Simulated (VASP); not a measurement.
Runs of VASP 6.6.1 on H23C2NO10. The cells are those of the table. 

```tsv
cell	gap on the mesh (eV)	pressure (GPa)	largest force (eV/Å)
a = 7.523 Å, 36 atoms	4.32	0.2	3.43
a = 6.996 Å, 36 atoms	3.61	0.2	(a)
a = 6.234 Å, 36 atoms	3.71	8.4	3.41
a = 5.946 Å, 36 atoms	(b)	9.5	(c)
```

Alike in all rows: task single point; level LDA; potentials or basis VASP PAW LDA potentials, release 64 (O, H, C, N); no spin polarisation; k mesh 1 × 1 × 1; cutoff (eV) 520; smearing fermi-dirac 0.02 eV.

Q: Estimate the missing entries.

A: (a) 6.07; (b) 4.61; (c) 3.96.

Caveats: all runs use coarse meshes.

A k mesh can miss the band edges.
